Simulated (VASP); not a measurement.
# Pb (P6/mmm) in VASP: relaxation of cell and atoms with r2SCAN

Aim: the relaxation of cell and atoms of Pb with r2SCAN.

All numbers are computed with VASP 6.6.1; they aren't measurements. Logs are shortened: lines on timing, memory, paths and dates and some standing lists are left out, and cuts for length are marked.

**1. The cell of the first run**

Symmetry: P6/mmm, No. 191, hexagonal system. Conventional cell: a = 3.391 Å, b = 3.391 Å, c = 3.169 Å, α = 90.00°, β = 90.00°, γ = 120.00°. Within 4.2 Å of Pb (site symmetry 6/mmm) lie 8 Pb at 3.17 to 3.39 Å.

This isn't the form of Pb at room conditions, which is fcc.

**2. Relaxation of cell and atoms, r2SCAN**

Input file POSCAR:

```
Pb
1.0
    3.3913488344      0.0000000000      0.0000000000
   -1.6956744172      2.9369942437      0.0000000000
    0.0000000000      0.0000000000      3.1687915671
Pb
1
Direct
    0.0000000000      0.0000000000      0.0000000000
```

Input file INCAR.step1:

```
ALGO = Normal
EDIFF = 1E-4
ENCUT = 600
GGA = PE
ISMEAR = 0
LASPH = T
LCHARG = F
LREAL = F
LWAVE = T
NELM = 60
PREC = Accurate
SIGMA = 0.1
```

Input file INCAR.step2:

```
ALGO = Normal
EDIFF = 1E-6
EDIFFG = -0.01
ENCUT = 600
IBRION = 2
ISIF = 3
ISMEAR = 0
ISTART = 1
LASPH = T
LCHARG = F
LMIXTAU = T
LREAL = F
LWAVE = F
METAGGA = R2SCAN
NELM = 60
NSW = 100
PREC = Accurate
SIGMA = 0.1
```

Input file KPOINTS:

```
k-points
0
Gamma
  18 18 18
```

Potentials or basis: VASP PAW PBE potentials, release 64 (Pb_d).

The run is started by

```bash
$ cat potpaw_PBE.64/Pb_d/POTCAR > POTCAR
$ cp INCAR.step1 INCAR
$ mpirun -np 1 vasp_std > vasp.out
$ cp INCAR.step2 INCAR
$ mpirun -np 1 vasp_std > vasp.out
```

OUTCAR:

```text
EDIFF = 1E-6
   EDIFFG = -0.01
   ENCUT = 600
   IBRION = 2
   ISIF = 3
   ISMEAR = 0
   ISTART = 1
   LASPH = T
   LREAL = F
   METAGGA = R2SCAN
   NELM = 60
   NSW = 100
   PREC = Accurate

 ion  position               nearest neighbor table
   1  0.000  0.000  0.000-

  LATTYP: Found a hexagonal cell.
 ALAT       =     3.3913488344
 C/A-ratio  =     0.9343750000

  Lattice vectors:

 A1 = (   3.3913488344,   0.0000000000,   0.0000000000)
 A2 = (  -1.6956744172,   2.9369942437,   0.0000000000)
 A3 = (   0.0000000000,   0.0000000000,   3.1687915671)

Analysis of symmetry for initial positions (statically):
=====================================================================
 Subroutine PRICEL returns:
 Original cell was already a primitive cell.

 Routine SETGRP: Setting up the symmetry group for a
 hexagonal supercell.

 Subroutine GETGRP returns: Found 24 space group operations
 (whereof 24 operations were pure point group operations)
 out of a pool of 24 trial point group operations.

The static configuration has the point symmetry D_6h.

Analysis of symmetry for dynamics (positions and initial velocities):
=====================================================================
 Subroutine PRICEL returns:
 Original cell was already a primitive cell.

 Routine SETGRP: Setting up the symmetry group for a
 hexagonal supercell.

 Subroutine GETGRP returns: Found 24 space group operations
 (whereof 24 operations were pure point group operations)
 out of a pool of 24 trial point group operations.

The dynamic configuration has the point symmetry D_6h.

 Subroutine INISYM returns: Found 24 space group operations
 (whereof 24 operations are pure point group operations),
 and found     1 'primitive' translations

----------------------------------------------------------------------------------------

                                     Primitive cell

  volume of cell :      31.5623

  direct lattice vectors                    reciprocal lattice vectors
     3.391348834  0.000000000  0.000000000     0.294867927  0.170242077  0.000000000
    -1.695674417  2.936994244  0.000000000     0.000000000  0.340484154  0.000000000
     0.000000000  0.000000000  3.168791567     0.000000000  0.000000000  0.315577714

  length of vectors
     3.391348834  3.391348834  3.168791567     0.340484154  0.340484154  0.315577714

  position of ions in fractional coordinates (direct lattice)
     0.000000000  0.000000000  0.000000000

  ion indices of the primitive-cell ions
   primitive index   ion index
                 1           1

----------------------------------------------------------------------------------------

 KPOINTS: k-points

Automatic generation of k-mesh.
 Grid dimensions read from file:
 generate k-points for:   18   18   18

 Generating k-lattice:

  Cartesian coordinates                     Fractional coordinates (reciprocal lattice)
     0.016381551  0.009457893  0.000000000     0.055555556  0.000000000  0.000000000
     0.000000000  0.018915786  0.000000000     0.000000000  0.055555556  0.000000000
     0.000000000  0.000000000  0.017532095     0.000000000  0.000000000  0.055555556

  Length of vectors
     0.018915786  0.018915786  0.017532095

  Shift w.r.t. Gamma in fractional coordinates (k-lattice)
     0.000000000  0.000000000  0.000000000

 Subroutine IBZKPT returns following result:
 ===========================================

 Found    370 irreducible k-points:

 Following reciprocal coordinates:
            Coordinates               Weight
  0.000000  0.000000  0.000000      1.000000
  0.055556 -0.000000  0.000000      6.000000
  0.111111 -0.000000  0.000000      6.000000
  0.166667 -0.000000  0.000000      6.000000
  0.222222 -0.000000  0.000000      6.000000
  0.277778 -0.000000  0.000000      6.000000
[... 16 lines left out ...]
  0.333333  0.111111  0.000000     12.000000
  0.388889  0.111111  0.000000     12.000000
 [... further k-points ...]
   k-points           NKPTS =    370   k-points in BZ     NKDIM =    370   number of bands    NBANDS=     11
   number of dos      NEDOS =    301   number of ions     NIONS =      1
   total plane-waves  NPLWV =  21952
   dimension x,y,z NGX =    28 NGY =   28 NGZ =   28
   dimension x,y,z NGXF=    56 NGYF=   56 NGZF=   56
   ions per type =               1
   NGX,Y,Z   is equivalent  to a cutoff of  13.73, 13.73, 14.69 a.u.
   NGXF,Y,Z  is equivalent  to a cutoff of  27.45, 27.45, 29.38 a.u.
 SYSTEM =  unknown system
   PREC   = accura    normal or accurate (medium, high low for compatibility)
   ISTART =      1    job   : 0-new  1-cont  2-samecut
   ICHARG =      0    charge: 1-file 2-atom 10-const
   ISPIN  =      1    spin polarized calculation?
   LNONCOLLINEAR =      F non collinear calculations
   LSORBIT =      F    spin-orbit coupling
   LASPH  =      T    aspherical Exc in radial PAW
   ENCUT  =  600.0 eV  44.10 Ry    6.64 a.u.   6.77  6.77  6.33*2*pi/ulx,y,z
   NELM   =     60;   NELMIN=  2; NELMDL=  0     # of ELM steps
   EDIFF  = 0.1E-05   stopping-criterion for ELM
   LREAL  =      F    real-space projection
   EDIFFG = -.1E-01   stopping-criterion for IOM
   NSW    =    100    number of steps for IOM
   IBRION =      2    ionic relax: 0-MD 1-quasi-New 2-CG
   NFREE  =      1    steps in history (QN), initial steepest desc. (CG)
   ISIF   =      3    stress and relaxation
   ISYM   =      2    0-nonsym 1-usesym 2-fastsym
   POTIM  = 0.5000    time-step for ionic-motion
   TEBEG  =    0.0;   TEEND  =   0.0 temperature during run
   PSTRESS=    0.0 pullay stress
   NELECT =      14.0000    total number of electrons
   NUPDOWN=      -1.0000    fix difference up-down
   EMIN   =  10.00;   EMAX   =-10.00  energy-range for DOS
   EFERMI =   0.00;   METHOD = LEGACY
   ISMEAR =     0;   SIGMA  =   0.10  broadening in eV -4-tet -1-fermi 0-gaus
   EFERMI_NEDOS =   21; number of points for ismear=-14 and -15
   IALGO  =     38    algorithm
   IMIX   =      4    mixing-type and parameters
     AMIX     =   0.40;   BMIX     =  1.00
     AMIX_MAG =   1.60;   BMIX_MAG =  1.00
  volume/ion in A,a.u.               =      31.56       212.99
  Fermi-wavevector in a.u.,A,eV,Ry     =   1.248517  2.359355 21.208687  1.558794
  Thomas-Fermi vector in A             =   2.382600
   LORBIT       =      0    0 simple, 1 ext, 2 COOP (PROOUT), +10 PAW based schemes
   METAGGA = R2SCAN    functional components
   LHFCALC =     F    Hartree Fock is set to
   AEXX    =    0.0000 exact exchange contribution
   IVDW    =     0    specifies the selected vdW correction
   LEPSILON=     F    determine dielectric tensor
   LRPA    =     F    only Hartree local field effects (RPA)
 conjugate gradient relaxation of ions
 non-spin polarized calculation
 Gauss-broadening in eV      SIGMA  =   0.10
  energy-cutoff  :      600.00
  volume of cell :       31.56
 maximum number of plane-waves:      1077
 NGX is ok and might be reduce to    28
   NGX = 13   NGY = 13   NGZ = 13

--------------------------------------- Ionic step        1  -------------------------------------------

 number of electron      14.0000002 magnetization

 Free energy of the ion-electron system (eV)
  ---------------------------------------------------
  ext. energy  EPLUGINS =         0.00000000
  ---------------------------------------------------
  free energy    TOTEN  =       -56.21775950 eV

  energy without entropy =      -56.21532041  energy(sigma->0) =      -56.21653995

------------------------ aborting loop because EDIFF is reached ----------------------------------------

  FORCE on cell =-STRESS in cart. coord.  units (eV):
  Direction    XX          YY          ZZ          XY          YZ          ZX
  --------------------------------------------------------------------------------------
  -------------------------------------------------------------------------------------
  Total        0.0092876      0.0092876      0.3954011      0.0000000      0.0000000      0.0000000
  in kB        0.4714601      0.4714601     20.0714701      0.0000000      0.0000000      0.0000000
  external PRESSURE =       7.0047967 kB  Pullay stress =       0.0000000 kB
[... 86 lines left out ...]
  FREE ENERGIE OF THE ION-ELECTRON SYSTEM (eV)
  ---------------------------------------------------
  free  energy   TOTEN  =       -56.2209577990 eV

  energy  without entropy=      -56.2182845525  energy(sigma->0) =      -56.21962118

[... ionic steps 4 to 7 ...]

--------------------------------------- Ionic step        8  -------------------------------------------

 number of electron      14.0000000 magnetization

------------------------ aborting loop because EDIFF is reached ----------------------------------------

  FORCE on cell =-STRESS in cart. coord.  units (eV):
  Direction    XX          YY          ZZ          XY          YZ          ZX
  --------------------------------------------------------------------------------------
  -------------------------------------------------------------------------------------
  Total       -0.0094617     -0.0094617     -0.0112535      0.0000000      0.0000000      0.0000000
  in kB       -0.4726918     -0.4726918     -0.5622075      0.0000000      0.0000000      0.0000000
  external PRESSURE =      -0.5025304 kB  Pullay stress =       0.0000000 kB
[... 55 lines left out ...]
  energy  without entropy=      -56.2182810242  energy(sigma->0) =      -56.21961260

--------------------------------------- Ionic step       10  -------------------------------------------

 number of electron      14.0000000 magnetization

 Free energy of the ion-electron system (eV)
  ---------------------------------------------------
  ext. energy  EPLUGINS =         0.00000000
  ---------------------------------------------------
  free energy    TOTEN  =       -56.22097996 eV

  energy without entropy =      -56.21829922  energy(sigma->0) =      -56.21963959

 E-fermi :   6.4143     XC(G=0): -10.5576

 val. band max:        6.4140995987   @ k =   0.3333   0.2222   0.3889
 cond. band min:       6.4395498313   @ k =   0.2778   0.2778   0.3889
 fundamental gap:      0.0254502326
 Fermi energy:         6.4143283549

 k-point     1 :       0.0000    0.0000    0.0000
  band No.  band energies     occupation
      1     -11.4551      2.00000
      2     -11.1623      2.00000
      3     -11.1623      2.00000
      4     -10.8422      2.00000
      5     -10.8422      2.00000
      6      -5.5267      2.00000
      7      11.4379      0.00000
      8      13.3289      0.00000
      9      13.3289      0.00000
     10      15.5242      0.00000
     11      17.2444      0.00000
[... 309 lines left out ...]
 k-point    24 :       0.3889    0.1111    0.0000
  band No.  band energies     occupation
      1     -11.3541      2.00000
      2     -11.1467      2.00000
      3     -10.9803      2.00000
      4     -10.8871      2.00000
      5     -10.8516      2.00000
      6      -2.2113      2.00000
      7       2.8883      2.00000
      8       8.3532      0.00000
      9      14.7668      0.00000
     10      16.0275      0.00000
     11      17.9978      0.00000

 [... further k-points ...]
[... 5 lines left out ...]
  --------------------------------------------------------------------------------------
  -------------------------------------------------------------------------------------
  Total        0.0009189      0.0009189      0.0086564      0.0000000      0.0000000      0.0000000
  in kB        0.0459286      0.0459286      0.4326596      0.0000000      0.0000000      0.0000000
  external PRESSURE =       0.1748389 kB  Pullay stress =       0.0000000 kB
[... 16 lines left out ...]
  FREE ENERGIE OF THE ION-ELECTRON SYSTEM (eV)
  ---------------------------------------------------
  free  energy   TOTEN  =       -56.2209799550 eV

  energy  without entropy=      -56.2182992219  energy(sigma->0) =      -56.21963959

 reached required accuracy - stopping structural energy minimisation
```

It took 62 min on 1 thread of Oxide Virtual Turin-like, shared host; peak memory 0.27 GiB.

What came out:

```
Free energy                           : -56.2210 eV
Relaxed volume                        : 32.06 Å³/atom
Relaxed cell                          : a = 3.389 Å, b = 3.389 Å, c = 3.222 Å, α = 90.00°, β = 90.00°, γ = 120.00°
Space group after relaxing (to 0.1 Å) : P6/mmm (No. 191)
Energy gained by relaxing             : 3.2 meV/atom
Ionic steps                           : 10
Pressure after relaxing               : 0.0 GPa
Band gap on the k mesh                : zero (bands 7 and 8 overlap by 7.41 eV)
```

Step by step:
| step | energy change (eV) | largest force (eV/Å) | pressure (GPa) | volume (Å³) |
| --- | --- | --- | --- | --- |
| 1 | 0.0000 | 0.0000 | 0.70 | 31.56 |
| 2 | -0.0032 | 0.0000 | -0.17 | 32.19 |
| 3 | -0.0032 | 0.0000 | -0.07 | 32.12 |
| 4 | -0.0032 | 0.0000 | -0.06 | 32.13 |
| 5 | -0.0032 | 0.0000 | -0.10 | 32.15 |
| 6 | -0.0032 | 0.0000 | -0.01 | 32.08 |
| 7 | -0.0032 | 0.0000 | -0.03 | 32.09 |
| 8 | -0.0032 | 0.0000 | -0.05 | 32.07 |
| 9 | -0.0032 | 0.0000 | 0.09 | 32.00 |
| 10 | -0.0032 | 0.0000 | 0.02 | 32.06 |

Final structure:
```
CELL_PARAMETERS angstrom
3.38930 0.00000 0.00000
-1.69465 2.93522 0.00000
0.00000 0.00000 3.22217
ATOMIC_POSITIONS crystal
Pb 0.00000 0.00000 0.00000
```

Levels at points of the mesh, in eV from the Fermi level:
| k point | band 4 | band 5 | band 6 | band 7 | band 8 | band 9 | band 10 | band 11 |
| --- | --- | --- | --- | --- | --- | --- | --- | --- |
| (0.00, 0.00, 0.00) | -17.26 | -17.26 | -11.94 | 5.02 | 6.91 | 6.91 | 9.11 | 10.83 |
| (0.50, 0.00, 0.00) | -17.29 | -17.23 | -8.50 | -4.09 | 3.42 | 7.69 | 8.37 | 11.66 |
| (0.00, 0.00, 0.50) | -17.43 | -17.41 | -9.38 | -4.29 | 9.55 | 9.55 | 12.44 | 12.73 |
| (0.50, 0.00, 0.50) | -17.21 | -17.08 | -5.96 | -1.96 | -1.35 | 4.24 | 5.72 | 10.29 |

Caveat: the PAW data sets were made with another functional, which shifts forces and pressure a little; spin-orbit coupling is left out, which moves the levels of the heavy elements.

The gap in the log of VASP goes by the Fermi energy; the results here count the filled bands.